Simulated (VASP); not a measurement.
Wanted: the native input for a VASP 6.6.1 run.

```yaml
Task: single point
Functional: r2SCAN
Potentials_or_basis: VASP PAW PBE potentials, release 64 (Ir)
Cutoff: 520 eV
k_mesh: 22 × 22 × 22
Occupations: gaussian, width 0.15 eV
Spin: no spin polarisation
Dipole_correction: no
Further_INCAR_settings: ALGO = Normal; EDIFF = 1e-06; NBANDS = 10
```

Ir:

```
Ir
1.0
     0.00000    1.91970    1.63175
     1.91970    0.00000    1.63175
     1.91970    1.91970    0.00000
Ir
1
Direct
  0.00000 0.00000 0.00000
```

This cell differs from its parent crystal: strain -0.1500 x Voigt [0, 0, 1, 0, 0, 0].

These files were run (other wordings do the same):

POSCAR

```
Ir
1.0
    0.0000000000      1.9197000000      1.6317450000
    1.9197000000      0.0000000000      1.6317450000
    1.9197000000      1.9197000000      0.0000000000
Ir
1
Direct
    0.0000000000      0.0000000000      0.0000000000
```

INCAR.step1

```
PREC = Accurate
ENCUT = 520
ISMEAR = 0
SIGMA = 0.15
LREAL = F
LASPH = T
NELM = 80
NBANDS = 10
GGA = PE
ALGO = Normal
EDIFF = 1E-4
LWAVE = T
LCHARG = F
```

INCAR.step2

```
PREC = Accurate
ENCUT = 520
EDIFF = 1E-6
ISMEAR = 0
SIGMA = 0.15
LREAL = F
LASPH = T
NELM = 80
ALGO = Normal
ISIF = 2
LWAVE = F
LCHARG = F
METAGGA = R2SCAN
LMIXTAU = T
NBANDS = 10
ISTART = 1
```

KPOINTS

```
Automatic mesh
0
Gamma
  22 22 22
```

Potentials or basis: VASP PAW PBE potentials, release 64 (Ir).

Launch:

```console
$ cat potpaw_PBE.64/Ir/POTCAR > POTCAR
$ cp INCAR.step1 INCAR
$ mpirun -np 1 vasp_std > vasp.out
$ cp INCAR.step2 INCAR
$ mpirun -np 1 vasp_std > vasp.out
```

It gave:

* Pressure: 107.4 GPa
* Band gap on the k mesh: zero (an odd number of electrons rules out a gap without spin polarisation)

Caveat: the cell differs from its parent crystal (strain -0.1500 x Voigt [0, 0, 1, 0, 0, 0]); the stress differs along the axes, from 83 to 156 GPa; the PAW data sets were made with another functional, which shifts forces and pressure a little; spin-orbit coupling is left out, which moves the levels of the heavy elements.

Run time: 3.2 min on 1 thread of Intel(R) Xeon(R) Platinum 8488C (Sapphire Rapids) (shared host), peak memory 0.22 GiB.
